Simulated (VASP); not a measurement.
Wanted: the native input for a VASP 6.6.1 run.

| Quantity | Value |
| --- | --- |
| Task | single point |
| Functional | PBEsol |
| Potentials or basis | VASP PAW PBE potentials, release 64 (W_sv, Se) |
| Cutoff | 520 eV |
| k mesh | 6 × 6 × 6 |
| Occupations | gaussian, width 0.01 eV |
| Spin | no spin polarisation |
| Dipole correction | no |
| Further INCAR settings | ALGO = Normal; EDIFF = 1e-07; NBANDS = 20 |

The structure of WSe2 lies in POSCAR:

```
WSe2
1.0
    1.6510739566      0.9532479933      6.5796479446
   -1.6510739566      0.9532479933      6.5796479446
    0.0000000000     -1.9064959866      6.5796479446
W Se
1 2
Direct
   -0.0000183143     -0.0000183143     -0.0000183143
    0.4176504316      0.4176504316      0.4176504316
    0.2490345494      0.2490345494      0.2490345494
```

These files were run (other wordings do the same):

INCAR

```
SYSTEM = WSe2
ALGO     = Normal         ! electronic algorithm
EDIFF    = 1E-7           ! SCF threshold, eV
ENCUT    = 520            ! plane-wave cutoff, eV
GGA      = PS             ! functional
ISIF     = 2              ! what is computed and relaxed
ISMEAR   = 0              ! smearing method
LASPH    = .TRUE.         ! aspherical terms in the spheres
LCHARG   = .TRUE.         ! write CHGCAR
LELF     = .TRUE.         ! ELF
LREAL    = .FALSE.        ! projectors in reciprocal space
LVHAR    = .TRUE.       
LWAVE    = .FALSE.        ! write WAVECAR
NBANDS   = 20             ! bands
NELM     = 100            ! most SCF steps
PREC     = Accurate       ! precision mode
SIGMA    = 0.01           ! smearing width, eV
```

KPOINTS

```
k-points
0
G
  6 6 6
  0 0 0
```

Potentials or basis: VASP PAW PBE potentials, release 64 (W_sv, Se).

Run with:

```console
$ cat potpaw_PBE.64/W_sv/POTCAR potpaw_PBE.64/Se/POTCAR > POTCAR
$ mpirun -np 1 vasp_std > vasp.out
```

Results of the run:

- Pressure: -1.1 GPa
- Largest force: 0.021 eV/Å
- Band gap on the k mesh: 1.05 eV (least direct gap 1.57 eV)

Caveat: the PAW data sets were made with another functional, which shifts forces and pressure a little; spin-orbit coupling is left out, which moves the levels of the heavy elements.

It took 2.1 min on 1 thread of Intel(R) Xeon(R) Platinum 8559C (Emerald Rapids) (shared host), peak memory 0.39 GiB.
